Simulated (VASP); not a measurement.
# Mo (Im-3m) in VASP: notebook

Mo is run at these levels: LDA, RPBE; tasks: relaxation of cell and atoms.

All numbers are computed with VASP 6.6.1; they aren't measurements. Logs are shortened: lines on timing, memory, paths and dates and some standing lists are left out, and cuts for length are marked.

## (1) The cell of the first run

It takes space group Im-3m (No. 229, cubic). Conventional cell: a = 3.147 Å, b = 3.147 Å, c = 3.147 Å, α = 90.00°, β = 90.00°, γ = 90.00°. Within 3.6 Å of Mo (site symmetry m-3m) lie 14 Mo at 2.73 to 3.15 Å.

## (2) Relaxation of cell and atoms, LDA

File INCAR:

```
  ALGO = Normal
  EDIFF = 1E-7
  EDIFFG = -0.01
  ENCUT = 600
  GGA = CA
  IBRION = 2
  ISIF = 3
  ISMEAR = -1
  LASPH = True
  LCHARG = False
  LREAL = False
  LWAVE = False
  NELM = 100
  NSW = 80
  PREC = Accurate
  SIGMA = 0.15
```

File KPOINTS:

```
k-points
0
Gamma
  13 13 13
```

File POSCAR:

```
Mo
1.0
   -1.5734150000      1.5734150000      1.5734150000
    1.5734150000     -1.5734150000      1.5734150000
    1.5734150000      1.5734150000     -1.5734150000
Mo
1
Direct
    0.0000000000      0.0000000000      0.0000000000
```

Potentials or basis: VASP PAW LDA potentials, release 64 (Mo_sv).

Command:

```
$ cat potpaw_LDA.64/Mo_sv/POTCAR > POTCAR
$ mpirun -np 1 vasp_std > vasp.out
```

OUTCAR:

```text
EDIFF = 1E-7
   EDIFFG = -0.01
   ENCUT = 600
   GGA = CA
   IBRION = 2
   ISIF = 3
   ISMEAR = -1
   LASPH = True
   LREAL = False
   NELM = 100
   NSW = 80
   PREC = Accurate

 ion  position               nearest neighbor table
   1  0.000  0.000  0.000-

  LATTYP: Found a body centered cubic cell.
 ALAT       =     3.1468300000

  Lattice vectors:

 A1 = (  -1.5734150000,   1.5734150000,   1.5734150000)
 A2 = (   1.5734150000,  -1.5734150000,   1.5734150000)
 A3 = (   1.5734150000,   1.5734150000,  -1.5734150000)

Analysis of symmetry for initial positions (statically):
=====================================================================
 Subroutine PRICEL returns:
 Original cell was already a primitive cell.

 Routine SETGRP: Setting up the symmetry group for a
 body centered cubic supercell.

 Subroutine GETGRP returns: Found 48 space group operations
 (whereof 48 operations were pure point group operations)
 out of a pool of 48 trial point group operations.

The static configuration has the point symmetry O_h .

Analysis of symmetry for dynamics (positions and initial velocities):
=====================================================================
 Subroutine PRICEL returns:
 Original cell was already a primitive cell.

 Routine SETGRP: Setting up the symmetry group for a
 body centered cubic supercell.

 Subroutine GETGRP returns: Found 48 space group operations
 (whereof 48 operations were pure point group operations)
 out of a pool of 48 trial point group operations.

The dynamic configuration has the point symmetry O_h .

 Subroutine INISYM returns: Found 48 space group operations
 (whereof 48 operations are pure point group operations),
 and found     1 'primitive' translations

----------------------------------------------------------------------------------------

                                     Primitive cell

  volume of cell :      15.5808

  direct lattice vectors                    reciprocal lattice vectors
    -1.573415000  1.573415000  1.573415000     0.000000000  0.317780115  0.317780115
     1.573415000 -1.573415000  1.573415000     0.317780115  0.000000000  0.317780115
     1.573415000  1.573415000 -1.573415000     0.317780115  0.317780115  0.000000000

  length of vectors
     2.725234721  2.725234721  2.725234721     0.449408949  0.449408949  0.449408949

  position of ions in fractional coordinates (direct lattice)
     0.000000000  0.000000000  0.000000000

  ion indices of the primitive-cell ions
   primitive index   ion index
                 1           1

----------------------------------------------------------------------------------------

 KPOINTS: k-points

Automatic generation of k-mesh.
 Grid dimensions read from file:
 generate k-points for:   13   13   13

 Generating k-lattice:

  Cartesian coordinates                     Fractional coordinates (reciprocal lattice)
     0.000000000  0.024444624  0.024444624     0.076923077  0.000000000  0.000000000
     0.024444624  0.000000000  0.024444624     0.000000000  0.076923077  0.000000000
     0.024444624  0.024444624  0.000000000     0.000000000  0.000000000  0.076923077

  Length of vectors
     0.034569919  0.034569919  0.034569919

  Shift w.r.t. Gamma in fractional coordinates (k-lattice)
     0.000000000  0.000000000  0.000000000

 Subroutine IBZKPT returns following result:
 ===========================================

 Found     84 irreducible k-points:

 Following reciprocal coordinates:
            Coordinates               Weight
  0.000000  0.000000  0.000000      1.000000
  0.076923  0.000000  0.000000     12.000000
  0.153846  0.000000  0.000000     12.000000
  0.230769  0.000000  0.000000     12.000000
  0.307692  0.000000  0.000000     12.000000
  0.384615  0.000000  0.000000     12.000000
[... 16 lines left out ...]
  0.153846  0.076923  0.076923     24.000000
  0.230769  0.076923  0.076923     24.000000
 [... further k-points ...]
   k-points           NKPTS =     84   k-points in BZ     NKDIM =     84   number of bands    NBANDS=     11
   number of dos      NEDOS =    301   number of ions     NIONS =      1
   total plane-waves  NPLWV =  13824
   dimension x,y,z NGX =    24 NGY =   24 NGZ =   24
   dimension x,y,z NGXF=    48 NGYF=   48 NGZF=   48
   ions per type =               1
   NGX,Y,Z   is equivalent  to a cutoff of  14.64, 14.64, 14.64 a.u.
   NGXF,Y,Z  is equivalent  to a cutoff of  29.28, 29.28, 29.28 a.u.
 SYSTEM =  unknown system
   PREC   = accura    normal or accurate (medium, high low for compatibility)
   ISTART =      0    job   : 0-new  1-cont  2-samecut
   ICHARG =      2    charge: 1-file 2-atom 10-const
   ISPIN  =      1    spin polarized calculation?
   LNONCOLLINEAR =      F non collinear calculations
   LSORBIT =      F    spin-orbit coupling
   LASPH  =      T    aspherical Exc in radial PAW
   ENCUT  =  600.0 eV  44.10 Ry    6.64 a.u.   5.44  5.44  5.44*2*pi/ulx,y,z
   NELM   =    100;   NELMIN=  2; NELMDL= -5     # of ELM steps
   EDIFF  = 0.1E-06   stopping-criterion for ELM
   LREAL  =      F    real-space projection
   EDIFFG = -.1E-01   stopping-criterion for IOM
   NSW    =     80    number of steps for IOM
   IBRION =      2    ionic relax: 0-MD 1-quasi-New 2-CG
   NFREE  =      1    steps in history (QN), initial steepest desc. (CG)
   ISIF   =      3    stress and relaxation
   ISYM   =      2    0-nonsym 1-usesym 2-fastsym
   POTIM  = 0.5000    time-step for ionic-motion
   TEBEG  =    0.0;   TEEND  =   0.0 temperature during run
   PSTRESS=    0.0 pullay stress
   NELECT =      14.0000    total number of electrons
   NUPDOWN=      -1.0000    fix difference up-down
   EMIN   =  10.00;   EMAX   =-10.00  energy-range for DOS
   EFERMI =   0.00;   METHOD = LEGACY
   ISMEAR =    -1;   SIGMA  =   0.15  broadening in eV -4-tet -1-fermi 0-gaus
   EFERMI_NEDOS =   21; number of points for ismear=-14 and -15
   IALGO  =     38    algorithm
   IMIX   =      4    mixing-type and parameters
     AMIX     =   0.40;   BMIX     =  1.00
     AMIX_MAG =   1.60;   BMIX_MAG =  1.00
  volume/ion in A,a.u.               =      15.58       105.14
  Fermi-wavevector in a.u.,A,eV,Ry     =   1.579747  2.985289 33.954710  2.495601
  Thomas-Fermi vector in A             =   2.680079
   LORBIT       =      0    0 simple, 1 ext, 2 COOP (PROOUT), +10 PAW based schemes
   GGA     = CA    functional components
   LHFCALC =     F    Hartree Fock is set to
   AEXX    =    0.0000 exact exchange contribution
   IVDW    =     0    specifies the selected vdW correction
   LEPSILON=     F    determine dielectric tensor
   LRPA    =     F    only Hartree local field effects (RPA)
 conjugate gradient relaxation of ions
 non-spin polarized calculation
  energy-cutoff  :      600.00
  volume of cell :       15.58
 maximum number of plane-waves:       539
 NGX is ok and might be reduce to    24
   NGX = 11   NGY = 11   NGZ = 11

--------------------------------------- Ionic step        1  -------------------------------------------

 number of electron      14.0000002 magnetization

 Free energy of the ion-electron system (eV)
  ---------------------------------------------------
  ext. energy  EPLUGINS =         0.00000000
  ---------------------------------------------------
  free energy    TOTEN  =       -12.14775541 eV

  energy without entropy =      -12.10033786  energy(sigma->0) =      -12.12404663

------------------------ aborting loop because EDIFF is reached ----------------------------------------

  FORCE on cell =-STRESS in cart. coord.  units (eV):
  Direction    XX          YY          ZZ          XY          YZ          ZX
  --------------------------------------------------------------------------------------
  -------------------------------------------------------------------------------------
  Total       -0.7995948     -0.7995948     -0.7995948     -0.0000000     -0.0000000      0.0000000
  in kB      -82.2225018    -82.2225018    -82.2225018     -0.0000000     -0.0000000      0.0000000
  external PRESSURE =     -82.2225018 kB  Pullay stress =       0.0000000 kB
[... 90 lines left out ...]
  energy  without entropy=      -12.1138002726  energy(sigma->0) =      -12.13685183

--------------------------------------- Ionic step        4  -------------------------------------------

 number of electron      13.9999999 magnetization

 Free energy of the ion-electron system (eV)
  ---------------------------------------------------
  ext. energy  EPLUGINS =         0.00000000
  ---------------------------------------------------
  free energy    TOTEN  =       -12.15991939 eV

  energy without entropy =      -12.11385923  energy(sigma->0) =      -12.13688931

 E-fermi :  13.0584     XC(G=0): -13.7892

 val. band max:       13.0445021597   @ k =  -0.4615   0.4615   0.0769
 cond. band min:      13.0997632560   @ k =  -0.3077   0.3077   0.1538
 fundamental gap:      0.0552610963
 Fermi energy:        13.0584025165

 k-point     1 :       0.0000    0.0000    0.0000
  band No.  band energies     occupation
      1     -47.9269      2.00000
      2     -21.2862      2.00000
      3     -21.2862      2.00000
      4     -21.2862      2.00000
      5       5.6787      2.00000
      6      11.5724      1.99990
      7      11.5724      1.99990
      8      11.5724      1.99990
      9      14.7011      0.00004
     10      14.7011      0.00004
     11      27.8827      0.00000
[... 309 lines left out ...]
 k-point    24 :       0.2308    0.0769    0.0769
  band No.  band energies     occupation
      1     -47.7034      2.00000
      2     -22.4143      2.00000
      3     -21.6309      2.00000
      4     -21.3771      2.00000
      5       8.4145      2.00000
      6       9.9269      2.00000
      7      11.0723      2.00000
      8      14.4998      0.00013
      9      15.0398      0.00000
     10      16.5423      0.00000
     11      27.5854      0.00000

 [... further k-points ...]
[... 5 lines left out ...]
  --------------------------------------------------------------------------------------
  -------------------------------------------------------------------------------------
  Total       -0.0039319     -0.0039319     -0.0039319      0.0000000      0.0000000      0.0000000
  in kB       -0.4166080     -0.4166080     -0.4166080      0.0000000      0.0000000      0.0000000
  external PRESSURE =      -0.4166080 kB  Pullay stress =       0.0000000 kB
[... 16 lines left out ...]
  FREE ENERGIE OF THE ION-ELECTRON SYSTEM (eV)
  ---------------------------------------------------
  free  energy   TOTEN  =       -12.1599193910 eV

  energy  without entropy=      -12.1138592333  energy(sigma->0) =      -12.13688931

 reached required accuracy - stopping structural energy minimisation
```

Run time: 23 s. Hardware: 1 thread of Intel Xeon 6975P-C, shared host; peak memory 0.15 GiB.

What came out:

```
Free energy                            : -12.1599 eV
Relaxed volume                         : 15.12 Å³/atom
Relaxed cell                           : a = 2.698 Å, b = 2.698 Å, c = 2.698 Å, α = 109.47°, β = 109.47°, γ = 109.47°
Space group after relaxing (to 0.05 Å) : Im-3m (No. 229)
Energy gained by relaxing              : 12.2 meV/atom
Ionic steps                            : 4
Pressure after relaxing                : 0.0 GPa
Band gap on the k mesh                 : zero (band 7 reaches 16.81 eV, above the bottom of band 8 at 11.57 eV)
```

The path:
```tsv
step	energy change (eV)	largest force (eV/Å)	pressure (GPa)	volume (Å³)
1	0.0000	0.0000	-8.22	15.58
2	0.1014	0.0000	30.89	13.85
3	-0.0121	0.0000	-0.31	15.14
4	-0.0122	0.0000	-0.04	15.12
```

Final structure:
```yaml
crystal:
  lattice:
    - [-1.55778, 1.55778, 1.55778]
    - [1.55778, -1.55778, 1.55778]
    - [1.55778, 1.55778, -1.55778]
  atoms:
    - { symbol: Mo, position: [0.00000, 0.00000, 0.00000] }
```

LDA usually gives volumes a few per cent too small. Zero-point motion and thermal expansion aren't in these numbers.

## (3) Relaxation of cell and atoms, RPBE

File INCAR:

```
  ALGO = Normal
  EDIFF = 1E-7
  EDIFFG = -0.01
  ENCUT = 600
  GGA = RP
  IBRION = 2
  ISIF = 3
  ISMEAR = -1
  LASPH = T
  LCHARG = F
  LREAL = F
  LWAVE = F
  NELM = 80
  NSW = 80
  PREC = Accurate
  SIGMA = 0.15
```

KPOINTS is that of step 2.

POSCAR is that of step 2.

Potentials or basis: VASP PAW PBE potentials, release 64 (Mo_sv).

Command:

```
$ cat potpaw_PBE.64/Mo_sv/POTCAR > POTCAR
$ mpirun -np 1 vasp_std > vasp.out
```

OUTCAR:

```text
EDIFF = 1E-7
   EDIFFG = -0.01
   ENCUT = 600
   GGA = RP
   IBRION = 2
   ISIF = 3
   ISMEAR = -1
   LASPH = T
   LREAL = F
   NELM = 80
   NSW = 80
   PREC = Accurate

 ion  position               nearest neighbor table
   1  0.000  0.000  0.000-

  LATTYP: Found a body centered cubic cell.
 ALAT       =     3.1468300000

  Lattice vectors:

 A1 = (  -1.5734150000,   1.5734150000,   1.5734150000)
 A2 = (   1.5734150000,  -1.5734150000,   1.5734150000)
 A3 = (   1.5734150000,   1.5734150000,  -1.5734150000)

Analysis of symmetry for initial positions (statically):
=====================================================================
 Subroutine PRICEL returns:
 Original cell was already a primitive cell.

 Routine SETGRP: Setting up the symmetry group for a
 body centered cubic supercell.

 Subroutine GETGRP returns: Found 48 space group operations
 (whereof 48 operations were pure point group operations)
 out of a pool of 48 trial point group operations.

The static configuration has the point symmetry O_h .

Analysis of symmetry for dynamics (positions and initial velocities):
=====================================================================
 Subroutine PRICEL returns:
 Original cell was already a primitive cell.

 Routine SETGRP: Setting up the symmetry group for a
 body centered cubic supercell.

 Subroutine GETGRP returns: Found 48 space group operations
 (whereof 48 operations were pure point group operations)
 out of a pool of 48 trial point group operations.

The dynamic configuration has the point symmetry O_h .

 Subroutine INISYM returns: Found 48 space group operations
 (whereof 48 operations are pure point group operations),
 and found     1 'primitive' translations

[... 122 lines left out ...]
   LRPA    =     F    only Hartree local field effects (RPA)
 conjugate gradient relaxation of ions
 non-spin polarized calculation
  energy-cutoff  :      600.00
  volume of cell :       15.58
 maximum number of plane-waves:       539
 NGX is ok and might be reduce to    24
   NGX = 11   NGY = 11   NGZ = 11

--------------------------------------- Ionic step        1  -------------------------------------------

 number of electron      14.0000002 magnetization

 Free energy of the ion-electron system (eV)
  ---------------------------------------------------
  ext. energy  EPLUGINS =         0.00000000
  ---------------------------------------------------
  free energy    TOTEN  =       -10.37919327 eV

  energy without entropy =      -10.33192835  energy(sigma->0) =      -10.35556081

------------------------ aborting loop because EDIFF is reached ----------------------------------------

  FORCE on cell =-STRESS in cart. coord.  units (eV):
  Direction    XX          YY          ZZ          XY          YZ          ZX
  --------------------------------------------------------------------------------------
  -------------------------------------------------------------------------------------
  Total        0.7229826      0.7229826      0.7229826      0.0000000     -0.0000000      0.0000000
  in kB       74.3444592     74.3444592     74.3444592      0.0000000     -0.0000000      0.0000000
  external PRESSURE =      74.3444592 kB  Pullay stress =       0.0000000 kB
[... 92 lines left out ...]
--------------------------------------- Ionic step        4  -------------------------------------------

 number of electron      14.0000001 magnetization

 Free energy of the ion-electron system (eV)
  ---------------------------------------------------
  ext. energy  EPLUGINS =         0.00000000
  ---------------------------------------------------
  free energy    TOTEN  =       -10.38926975 eV

  energy without entropy =      -10.34081692  energy(sigma->0) =      -10.36504334

 E-fermi :  12.2996     XC(G=0): -13.1818

 val. band max:       12.2899854713   @ k =  -0.1538   0.2308   0.0769
 cond. band min:      12.3607952598   @ k =  -0.3077   0.3077   0.1538
 fundamental gap:      0.0708097885
 Fermi energy:        12.2995983704

 k-point     1 :       0.0000    0.0000    0.0000
  band No.  band energies     occupation
      1     -49.0221      2.00000
      2     -22.3456      2.00000
      3     -22.3456      2.00000
      4     -22.3456      2.00000
      5       5.1330      2.00000
      6      10.9524      1.99975
      7      10.9524      1.99975
      8      10.9524      1.99975
      9      13.8930      0.00005
     10      13.8930      0.00005
     11      27.0515      0.00000
[... 309 lines left out ...]
 k-point    24 :       0.2308    0.0769    0.0769
  band No.  band energies     occupation
      1     -48.8498      2.00000
      2     -23.2669      2.00000
      3     -22.6274      2.00000
      4     -22.4177      2.00000
      5       7.8621      2.00000
      6       9.4315      2.00000
      7      10.3879      1.99999
      8      13.6865      0.00019
      9      14.1921      0.00001
     10      15.4865      0.00000
     11      26.4965      0.00000

 [... further k-points ...]
[... 5 lines left out ...]
  --------------------------------------------------------------------------------------
  -------------------------------------------------------------------------------------
  Total       -0.0010408     -0.0010408     -0.0010408      0.0000000     -0.0000000      0.0000000
  in kB       -0.1040455     -0.1040455     -0.1040455      0.0000000     -0.0000000      0.0000000
  external PRESSURE =      -0.1040455 kB  Pullay stress =       0.0000000 kB
[... 16 lines left out ...]
  FREE ENERGIE OF THE ION-ELECTRON SYSTEM (eV)
  ---------------------------------------------------
  free  energy   TOTEN  =       -10.3892697530 eV

  energy  without entropy=      -10.3408169176  energy(sigma->0) =      -10.36504334

 reached required accuracy - stopping structural energy minimisation
```

Run time: 38 s. Hardware: 1 thread of Intel Xeon 6975P-C, shared host; peak memory 0.16 GiB.

What came out:

```
Free energy                            : -10.3893 eV
Relaxed volume                         : 16.03 Å³/atom
Relaxed cell                           : a = 2.751 Å, b = 2.751 Å, c = 2.751 Å, α = 109.47°, β = 109.47°, γ = 109.47°
Space group after relaxing (to 0.05 Å) : Im-3m (No. 229)
Energy gained by relaxing              : 10.1 meV/atom
Ionic steps                            : 4
Pressure after relaxing                : 0.0 GPa
Band gap on the k mesh                 : zero (band 7 reaches 15.74 eV, above the bottom of band 8 at 10.95 eV)
```

The path:
```
step  energy change (eV)  largest force (eV/Å)  pressure (GPa)  volume (Å³)
   1              0.0000                0.0000            7.43        15.58
   2              0.0551                0.0000          -15.73        17.27
   3             -0.0101                0.0000           -0.20        16.04
   4             -0.0101                0.0000           -0.01        16.03
```

Final structure:
```xyz
1
Lattice="-1.5883 1.5883 1.5883 1.5883 -1.5883 1.5883 1.5883 1.5883 -1.5883" Properties=species:S:1:pos:R:3 pbc="T T T"
Mo    0.0000    0.0000    0.0000
```

Caveat: the PAW data sets were made with another functional, which shifts forces and pressure a little.
